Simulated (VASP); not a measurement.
Wanted: the native input for a VASP 6.6.1 run.

| Item | Value |
| --- | --- |
| Task | single point |
| Functional | PBE |
| Potentials or basis | VASP PAW PBE potentials, release 64 (Si, C) |
| Cutoff | 520 eV |
| k mesh | 8 × 5 × 1 |
| Occupations | fermi-dirac, width 0.02 eV |
| Spin | no spin polarisation |
| Dipole correction | yes |
| Further INCAR settings | ALGO = Normal; EDIFF = 1e-06; NBANDS = 26 |

The structure of SiC lies in POSCAR:

```
SiC
1.0
    3.0919181385      0.0000000000      0.0000000000
    0.0000000000      5.0742764952      0.0000000000
    0.0000000000      0.0000000000     19.5702000000
Si C
4 4
Direct
    0.0000000000      0.5856641283      0.4235022034
    0.5000000000      0.0587440860      0.4473240243
    0.5000000000      0.5587589973      0.5526756714
    0.0000000000      0.0856814390      0.5764966986
    0.0000000000      0.9272255522      0.4130448564
    0.5000000000      0.4283349515      0.4512284608
    0.5000000000      0.9283465133      0.5487711344
    0.0000000000      0.4272443323      0.5869569508
```

These files were run (other wordings do the same):

INCAR

```
SYSTEM = SiC
ALGO = Normal ; DIPOL = 0.5 0.5 0.500
EDIFF = 1E-6 ; ENCUT = 520
GGA = PE ; IDIPOL = 3
ISIF = 2 ; ISMEAR = -1
LASPH = .True. ; LCHARG = .False.
LDIPOL = .True. ; LREAL = .False.
LWAVE = .False. ; NBANDS = 26
NELM = 100 ; PREC = Accurate
SIGMA = 0.02
```

KPOINTS

```
k-points
0
Gamma
  8 5 1
  0 0 0
```

Potentials or basis: VASP PAW PBE potentials, release 64 (Si, C).

The run is started by

```console
$ cat potpaw_PBE.64/Si/POTCAR potpaw_PBE.64/C/POTCAR > POTCAR
$ mpirun -np 1 vasp_std > vasp.out
```

Results of the run:

The largest force is 0.014 eV/Å. The band gap on the k mesh is 1.26 eV (least direct gap 2.02 eV).

Wall time 3.8 min on 1 thread of Intel(R) Xeon(R) Platinum 8175M CPU @ 2.50GHz (Skylake/Cascade Lake) (shared host), peak memory 0.42 GiB.
